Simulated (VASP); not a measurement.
# MgO (P6_3/mmc) in VASP: single point with PBE

Aim: the single point of MgO with PBE.

Program: VASP 6.6.1. These are calculated values, not measurements. Logs are shortened: lines on timing, memory, paths and dates and some standing lists are left out, and cuts for length are marked.

## 1. The cell of the first run

Symmetry: P6_3/mmc, No. 194, hexagonal system. Conventional cell: a = 3.484 Å, b = 3.484 Å, c = 4.185 Å, α = 90.00°, β = 90.00°, γ = 120.00°. Within 2.7 Å of Mg (site symmetry -6m2) lie 5 O at 2.01 to 2.09 Å. Within 2.7 Å of O (site symmetry -6m2) lie 5 Mg at 2.01 to 2.09 Å.

## 2. Single point, PBE

The input, INCAR:

```
PREC = Accurate ; ENCUT = 600
EDIFF = 1E-6 ; ISMEAR = 0
SIGMA = 0.01 ; LREAL = F
LASPH = T ; NELM = 120
ALGO = Normal ; ISIF = 2
LWAVE = F ; LCHARG = F
GGA = PE ; NBANDS = 16
GGA_COMPAT = F
```

The input, KPOINTS:

```
Automatic mesh
0
Gamma
  6 6 4
```

The input, POSCAR:

```
MgO
1.0
    3.4840198093      0.0000000000      0.0000000000
   -1.7420099047      3.0172496621      0.0000000000
    0.0000000000      0.0000000000      4.1853204648
Mg O
2 2
Direct
    0.3333333333      0.6666666667      0.2500000000
    0.6666666667      0.3333333333      0.7500000000
    0.6666666667      0.3333333333      0.2500000000
    0.3333333333      0.6666666667      0.7500000000
```

Potentials or basis: VASP PAW PBE potentials, release 64 (Mg, O).

Launch:

```console
$ cat potpaw_PBE.64/Mg/POTCAR potpaw_PBE.64/O/POTCAR > POTCAR
$ mpirun -np 1 vasp_std > vasp.out
```

OUTCAR:

```text
PREC = Accurate
   ENCUT = 600
   EDIFF = 1E-6
   ISMEAR = 0
   LREAL = F
   LASPH = T
   NELM = 120
   ISIF = 2
   GGA = PE

 ion  position               nearest neighbor table
   1  0.333  0.667  0.250-   3 2.01   3 2.01   3 2.01   4 2.09   4 2.09   2 2.90   2 2.90   2 2.90
                             2 2.90   2 2.90   2 2.90
   2  0.667  0.333  0.750-   4 2.01   4 2.01   4 2.01   3 2.09   3 2.09   1 2.90   1 2.90   1 2.90
                             1 2.90   1 2.90   1 2.90
   3  0.667  0.333  0.250-   1 2.01   1 2.01   1 2.01   2 2.09   2 2.09
   4  0.333  0.667  0.750-   2 2.01   2 2.01   2 2.01   1 2.09   1 2.09

  LATTYP: Found a hexagonal cell.
 ALAT       =     3.4840198093
 C/A-ratio  =     1.2012906625

  Lattice vectors:

 A1 = (   3.4840198093,   0.0000000000,   0.0000000000)
 A2 = (  -1.7420099047,   3.0172496621,   0.0000000000)
 A3 = (   0.0000000000,   0.0000000000,   4.1853204648)

Analysis of symmetry for initial positions (statically):
=====================================================================
 Subroutine PRICEL returns:
 Original cell was already a primitive cell.

 Routine SETGRP: Setting up the symmetry group for a
 hexagonal supercell.

 Subroutine GETGRP returns: Found 24 space group operations
 (whereof 12 operations were pure point group operations)
 out of a pool of 24 trial point group operations.

The static configuration has the point symmetry D_3d.
 The point group associated with its full space group is D_6h.

Analysis of symmetry for dynamics (positions and initial velocities):
=====================================================================
 Subroutine PRICEL returns:
 Original cell was already a primitive cell.

 Routine SETGRP: Setting up the symmetry group for a
 hexagonal supercell.

 Subroutine GETGRP returns: Found 24 space group operations
 (whereof 12 operations were pure point group operations)
 out of a pool of 24 trial point group operations.

The dynamic configuration has the point symmetry D_3d.
 The point group associated with its full space group is D_6h.

 Subroutine INISYM returns: Found 24 space group operations
 (whereof 12 operations are pure point group operations),
 and found     1 'primitive' translations

----------------------------------------------------------------------------------------

                                     Primitive cell

  volume of cell :      43.9967

  direct lattice vectors                    reciprocal lattice vectors
     3.484019809  0.000000000  0.000000000     0.287024774  0.165713831  0.000000000
    -1.742009905  3.017249662  0.000000000     0.000000000  0.331427662  0.000000000
     0.000000000  0.000000000  4.185320465     0.000000000  0.000000000  0.238930330

  length of vectors
     3.484019809  3.484019809  4.185320465     0.331427662  0.331427662  0.238930330

  position of ions in fractional coordinates (direct lattice)
     0.333333333  0.666666667  0.250000000
     0.666666667  0.333333333  0.750000000
     0.666666667  0.333333333  0.250000000
     0.333333333  0.666666667  0.750000000

  ion indices of the primitive-cell ions
   primitive index   ion index
                 1           1
                 2           2
                 3           3
                 4           4

----------------------------------------------------------------------------------------

 KPOINTS: Automatic mesh

Automatic generation of k-mesh.
 Grid dimensions read from file:
 generate k-points for:    6    6    4

 Generating k-lattice:

  Cartesian coordinates                     Fractional coordinates (reciprocal lattice)
     0.047837462  0.027618972  0.000000000     0.166666667 -0.000000000  0.000000000
     0.000000000  0.055237944  0.000000000     0.000000000  0.166666667  0.000000000
     0.000000000  0.000000000  0.059732583     0.000000000  0.000000000  0.250000000

  Length of vectors
     0.055237944  0.055237944  0.059732583

  Shift w.r.t. Gamma in fractional coordinates (k-lattice)
     0.000000000  0.000000000  0.000000000

 Subroutine IBZKPT returns following result:
 ===========================================

 Found     21 irreducible k-points:

 Following reciprocal coordinates:
            Coordinates               Weight
  0.000000  0.000000  0.000000      1.000000
  0.166667  0.000000  0.000000      6.000000
  0.333333 -0.000000  0.000000      6.000000
  0.500000  0.000000  0.000000      3.000000
  0.166667  0.166667  0.000000      6.000000
  0.333333  0.166667  0.000000     12.000000
[... 13 lines left out ...]
  0.333333  0.166667  0.500000     12.000000
  0.333333  0.333333  0.500000      2.000000
   k-points           NKPTS =     21   k-points in BZ     NKDIM =     21   number of bands    NBANDS=     16
   number of dos      NEDOS =    301   number of ions     NIONS =      4
   total plane-waves  NPLWV =  28224
   dimension x,y,z NGX =    28 NGY =   28 NGZ =   36
   dimension x,y,z NGXF=    56 NGYF=   56 NGZF=   72
   ions per type =               2   2
   NGX,Y,Z   is equivalent  to a cutoff of  13.36, 13.36, 14.30 a.u.
   NGXF,Y,Z  is equivalent  to a cutoff of  26.72, 26.72, 28.60 a.u.
 SYSTEM =  unknown system
   PREC   = accura    normal or accurate (medium, high low for compatibility)
   ISTART =      0    job   : 0-new  1-cont  2-samecut
   ICHARG =      2    charge: 1-file 2-atom 10-const
   ISPIN  =      1    spin polarized calculation?
   LNONCOLLINEAR =      F non collinear calculations
   LSORBIT =      F    spin-orbit coupling
   LASPH  =      T    aspherical Exc in radial PAW
   ENCUT  =  600.0 eV  44.10 Ry    6.64 a.u.   6.96  6.96  8.36*2*pi/ulx,y,z
   NELM   =    120;   NELMIN=  2; NELMDL= -5     # of ELM steps
   EDIFF  = 0.1E-05   stopping-criterion for ELM
   LREAL  =      F    real-space projection
   EDIFFG = 0.1E-04   stopping-criterion for IOM
   NSW    =      0    number of steps for IOM
   IBRION =     -1    ionic relax: 0-MD 1-quasi-New 2-CG
   NFREE  =      0    steps in history (QN), initial steepest desc. (CG)
   ISIF   =      2    stress and relaxation
   ISYM   =      2    0-nonsym 1-usesym 2-fastsym
   POTIM  = 0.5000    time-step for ionic-motion
   TEBEG  =    0.0;   TEEND  =   0.0 temperature during run
   PSTRESS=    0.0 pullay stress
   NELECT =      16.0000    total number of electrons
   NUPDOWN=      -1.0000    fix difference up-down
   EMIN   =  10.00;   EMAX   =-10.00  energy-range for DOS
   EFERMI =   0.00;   METHOD = LEGACY
   ISMEAR =     0;   SIGMA  =   0.01  broadening in eV -4-tet -1-fermi 0-gaus
   EFERMI_NEDOS =   21; number of points for ismear=-14 and -15
   IALGO  =     38    algorithm
   IMIX   =      4    mixing-type and parameters
     AMIX     =   0.40;   BMIX     =  1.00
     AMIX_MAG =   1.60;   BMIX_MAG =  1.00
  volume/ion in A,a.u.               =      11.00        74.23
  Fermi-wavevector in a.u.,A,eV,Ry     =   1.168534  2.208209 18.578366  1.365471
  Thomas-Fermi vector in A             =   2.305019
   LORBIT       =      0    0 simple, 1 ext, 2 COOP (PROOUT), +10 PAW based schemes
   GGA     = PE    functional components
   LHFCALC =     F    Hartree Fock is set to
   AEXX    =    0.0000 exact exchange contribution
   IVDW    =     0    specifies the selected vdW correction
   LEPSILON=     F    determine dielectric tensor
   LRPA    =     F    only Hartree local field effects (RPA)
 non-spin polarized calculation
 Gauss-broadening in eV      SIGMA  =   0.01
  energy-cutoff  :      600.00
  volume of cell :       44.00
 maximum number of plane-waves:      1479
 NGX is ok and might be reduce to    28
   NGX = 13   NGY = 13   NGZ = 17

 number of electron      15.9999999 magnetization

 Free energy of the ion-electron system (eV)
  ---------------------------------------------------
  ext. energy  EPLUGINS =         0.00000000
  ---------------------------------------------------
  free energy    TOTEN  =       -23.66434537 eV

  energy without entropy =      -23.66434537  energy(sigma->0) =      -23.66434537

 E-fermi :   2.0793     XC(G=0): -10.0726

 val. band max:        2.0067100755   @ k =   0.0000   0.0000   0.0000
 cond. band min:       5.4422295219   @ k =   0.0000   0.0000   0.0000
 fundamental gap:      3.4355194464
 Fermi energy:         2.0792500976

 k-point     1 :       0.0000    0.0000    0.0000
  band No.  band energies     occupation
      1     -14.9327      2.00000
      2     -13.5380      2.00000
      3      -1.6421      2.00000
      4       0.2711      2.00000
      5       0.2711      2.00000
      6       1.1968      2.00000
[... 8 lines left out ...]
     15      17.6606      0.00000
     16      17.6830      0.00000

 k-point     2 :       0.1667    0.0000    0.0000
  band No.  band energies     occupation
      1     -14.7992      2.00000
      2     -13.5625      2.00000
      3      -1.4276      2.00000
      4      -0.1753      2.00000
      5       0.0789      2.00000
      6       0.6646      2.00000
[... 8 lines left out ...]
     15      16.6422      0.00000
     16      16.8349      0.00000

 k-point     3 :       0.3333   -0.0000    0.0000
  band No.  band energies     occupation
      1     -14.4746      2.00000
      2     -13.6649      2.00000
      3      -1.1328      2.00000
      4      -0.8571      2.00000
      5      -0.2136      2.00000
      6       0.1911      2.00000
[... 8 lines left out ...]
     15      16.1387      0.00000
     16      16.6736      0.00000

 k-point     4 :       0.5000    0.0000    0.0000
  band No.  band energies     occupation
      1     -14.2342      2.00000
      2     -13.7918      2.00000
      3      -1.5610      2.00000
      4      -0.3656      2.00000
      5      -0.3358      2.00000
      6       0.0341      2.00000
[... 8 lines left out ...]
     15      16.7052      0.00000
     16      16.7772      0.00000

 k-point     5 :       0.1667    0.1667    0.0000
  band No.  band energies     occupation
      1     -14.5678      2.00000
      2     -13.6278      2.00000
      3      -1.0303      2.00000
      4      -0.8021      2.00000
      5      -0.3550      2.00000
      6       0.4676      2.00000
[... 8 lines left out ...]
     15      16.4257      0.00000
     16      16.4394      0.00000

 k-point     6 :       0.3333    0.1667    0.0000
  band No.  band energies     occupation
      1     -14.2438      2.00000
      2     -13.7820      2.00000
      3      -1.4791      2.00000
      4      -0.3982      2.00000
      5      -0.3940      2.00000
      6       0.1153      2.00000
[... 8 lines left out ...]
     15      16.5500      0.00000
     16      16.8334      0.00000
[... 210 lines left out ...]
 k-point    18 :       0.5000    0.0000    0.5000
  band No.  band energies     occupation
      1     -13.9514      2.00000
      2     -13.9514      2.00000
      3      -1.8721      2.00000
      4      -1.8721      2.00000
      5       0.4658      2.00000
      6       0.4658      2.00000
[... 8 lines left out ...]
     15      16.5571      0.00000
     16      16.5571      0.00000

 k-point    19 :       0.1667    0.1667    0.5000
  band No.  band energies     occupation
      1     -14.0623      2.00000
      2     -14.0623      2.00000
      3      -1.3797      2.00000
      4      -1.3797      2.00000
      5       0.3634      2.00000
      6       0.3634      2.00000
[... 8 lines left out ...]
     15      17.6077      0.00000
     16      17.6077      0.00000

 k-point    20 :       0.3333    0.1667    0.5000
  band No.  band energies     occupation
      1     -13.9523      2.00000
      2     -13.9523      2.00000
      3      -1.7054      2.00000
      4      -1.7054      2.00000
      5      -0.0005      2.00000
      6      -0.0005      2.00000
[... 8 lines left out ...]
     15      18.0782      0.00000
     16      18.0782      0.00000

 k-point    21 :       0.3333    0.3333    0.5000
  band No.  band energies     occupation
      1     -13.9157      2.00000
      2     -13.9157      2.00000
      3      -1.5915      2.00000
      4      -1.5915      2.00000
      5      -0.4799      2.00000
      6      -0.4799      2.00000
[... 8 lines left out ...]
     15      19.5336      0.00000
     16      19.5336      0.00000

------------------------ aborting loop because EDIFF is reached ----------------------------------------

  FORCE on cell =-STRESS in cart. coord.  units (eV):
  Direction    XX          YY          ZZ          XY          YZ          ZX
  --------------------------------------------------------------------------------------
  -------------------------------------------------------------------------------------
  Total        0.9940834      0.9940834      1.1223447     -0.0000000      0.0000000      0.0000000
  in kB       36.2003543     36.2003543     40.8710933     -0.0000000      0.0000000      0.0000000
  external PRESSURE =      37.7572673 kB  Pullay stress =       0.0000000 kB

 VOLUME and BASIS-vectors are now :
 -----------------------------------------------------------------------------
  energy-cutoff  :      600.00
  volume of cell :       44.00
      direct lattice vectors                 reciprocal lattice vectors
     3.484019809  0.000000000  0.000000000     0.287024774  0.165713831  0.000000000
    -1.742009905  3.017249662  0.000000000     0.000000000  0.331427662  0.000000000
     0.000000000  0.000000000  4.185320465     0.000000000  0.000000000  0.238930330

 POSITION                                       TOTAL-FORCE (eV/Angst)
 -----------------------------------------------------------------------------------
     -0.00000      2.01150      1.04633         0.000000     -0.000000      0.000000
      1.74201      1.00575      3.13899        -0.000000      0.000000      0.000000
      1.74201      1.00575      1.04633        -0.000000      0.000000      0.000000
     -0.00000      2.01150      3.13899         0.000000     -0.000000      0.000000
 -----------------------------------------------------------------------------------
    total drift:                               -0.000000      0.000000     -0.000000

  FREE ENERGIE OF THE ION-ELECTRON SYSTEM (eV)
  ---------------------------------------------------
  free  energy   TOTEN  =       -23.6643453697 eV

  energy  without entropy=      -23.6643453697  energy(sigma->0) =      -23.66434537
```

Run time: 9.6 s. Hardware: 1 thread of Intel Xeon 6975P-C (Granite Rapids), shared host; peak memory 0.17 GiB.

Results:

```
Free energy            : -23.6643 eV
Pressure               : 3.8 GPa
Band gap on the k mesh : 3.44 eV
```

Caveat: the cell stands under pressure.
